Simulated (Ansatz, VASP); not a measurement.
## MnS: VASP beside Ansatz

Contents of INCAR:

```
PREC = Accurate ; ENCUT = 600
EDIFF = 1E-6 ; ISMEAR = 0
SIGMA = 0.1 ; LREAL = F
LASPH = T ; NELM = 150
ALGO = Normal ; ISIF = 3
LWAVE = F ; LCHARG = F
ISPIN = 2 ; MAGMOM = 4.6 0.15
LORBIT = 11 ; LMAXMIX = 4
GGA = PE ; IVDW = 12
IBRION = 2 ; NSW = 90
EDIFFG = -0.02
```

File KPOINTS:

```
Automatic mesh
0
Gamma
  12 12 12
```

POSCAR

```
MnS
1.0
    0.0000000000      2.6045000000      2.6045000000
    2.6045000000      0.0000000000      2.6045000000
    2.6045000000      2.6045000000      0.0000000000
Mn S
1 1
Direct
    0.0000000000      0.0000000000      0.0000000000
    0.5000000000      0.5000000000      0.5000000000
```

Input for Ansatz:

```yaml
crystal:
  lattice:
    - [0.0, 2.6045, 2.6045]
    - [2.6045, 0.0, 2.6045]
    - [2.6045, 2.6045, 0.0]
  atoms:
    - { symbol: Mn, position: [0.0, 0.0, 0.0], spin: 4.6 }
    - { symbol: S, position: [0.5, 0.5, 0.5], spin: 0.15 }
basis:
  ecutwfc: 420
kpoints:
  mp_grid: { grid: [12, 12, 12] }
hamiltonian:
  xc: pbe
  dispersion: d3bj
scf:
  occupations: { method: gaussian, width: 0.1 }
output:
  forces: true
  stress: true
  eigenvalues: true
  populations: true
magnetization:
  spin_polarized: true
relax:
  adjacent_minimum: "off"
  f_tol: 0.02
  max_steps: 70
  cell: { stress_tol: 0.1 }
```

Alike in both runs: task relaxation of cell and atoms; functional PBE; dispersion D3(BJ); k mesh 12 × 12 × 12; occupations gaussian, width 0.1 eV; collinear spin.

|  | VASP | Ansatz |
| --- | --- | --- |
| version | VASP 6.6.1 | Ansatz 0.2.0 |
| potentials or method | VASP PAW PBE potentials, release 64 (Mn_pv, S), cutoff 600 eV | scalar-relativistic, plane waves, PAW |
| valence electrons in the cell | 19 | 21 |

|  | VASP | Ansatz | Ansatz less VASP |
| --- | --- | --- | --- |
| gap on the k mesh at the Fermi level, each at its own relaxed structure (eV) | none | none | - |
| net moment per atom (μB) | 2.17 | 2.17 | -0.001 |
| size of the moment on the site where the two differ most (μB) | 3.98 | 3.89 | -0.096 |
| relaxed volume (Å³/atom) | 15.81 | 15.81 | 0.000 |
| relaxed length of the cell vector where the two differ most in proportion (Å) | 3.550 | 3.550 | 0.0000 |

Site moments also hang on the region over which each program counts them. A gap of «none» marks a metal or a gap that the smearing closes. VASP's potentials hold 19 valence electrons a cell and Ansatz's 21, so a difference there can come from the potentials and not from the codes. Ansatz's warnings: dispersion switch in reach, relaxed geometry near dispersion switch.
